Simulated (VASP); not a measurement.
Set up this calculation in VASP 6.6.1, as the native input.

| Item | Value |
| --- | --- |
| Task | relaxation of cell and atoms |
| Functional | PBE |
| Potentials or basis | VASP PAW PBE potentials, release 64 (Be, Cd, F) |
| Cutoff | 600 eV |
| k mesh | 10 × 10 × 8 |
| Occupations | gaussian, width 0.1 eV |
| Spin | no spin polarisation |
| Dipole correction | no |
| Further INCAR settings | ALGO = Normal; EDIFF = 1e-06; IBRION = 2; EDIFFG = -0.01; NSW = 100; ISIF = 3 |

The structure of Be3CdF lies in POSCAR:

```
Be3CdF
1.0
    3.6759088789      0.0000000000      0.0000000000
    0.0000000000      3.6759088789      0.0000000000
    0.0000000000      0.0000000000      5.1170297666
Be Cd F
3 1 1
Direct
    0.5000000000      0.5000000000      0.8081811518
    0.5000000000      0.5000000000      0.1918188482
    0.0000000000      0.0000000000      0.0000000000
    0.0000000000      0.0000000000      0.5000000000
    0.5000000000      0.5000000000      0.5000000000
```

The cell was generated, and may not be a known phase.

These files were run (other wordings do the same):

INCAR

```
SYSTEM = Be3CdF
PREC = Accurate ; ENCUT = 600
EDIFF = 1E-6 ; ISMEAR = 0
SIGMA = 0.1 ; LREAL = .FALSE.
LASPH = .TRUE. ; NELM = 80
ALGO = Normal ; ISIF = 3
LWAVE = .FALSE. ; LCHARG = .FALSE.
GGA = PE ; IBRION = 2
NSW = 100 ; EDIFFG = -0.01
```

KPOINTS

```
regular mesh
0
G
  10 10 8
  0 0 0
```

Potentials or basis: VASP PAW PBE potentials, release 64 (Be, Cd, F).

Command:

```console
$ cat potpaw_PBE.64/Be/POTCAR potpaw_PBE.64/Cd/POTCAR potpaw_PBE.64/F/POTCAR > POTCAR
$ mpirun -np 1 vasp_std > vasp.out
```

Results of the run:

```json
{
  "Relaxed volume": "13.86 Å³/atom",
  "Relaxed cell": "a = 3.677 Å, b = 3.677 Å, c = 5.125 Å, α = 90.00°, β = 90.00°, γ = 90.00°",
  "Space group after relaxing (to 0.1 Å)": "P4/mmm (No. 123)",
  "Energy gained by relaxing": "0.1 meV/atom",
  "Ionic steps": "3",
  "Pressure after relaxing": "0.0 GPa",
  "Largest force after relaxing": "0.004 eV/Å",
  "Band gap on the k mesh": "zero (an odd number of electrons rules out a gap without spin polarisation)"
}
```

Run time: 3 min on 1 thread of Intel(R) Xeon(R) Platinum 8488C (Sapphire Rapids) (shared host), peak memory 0.31 GiB.
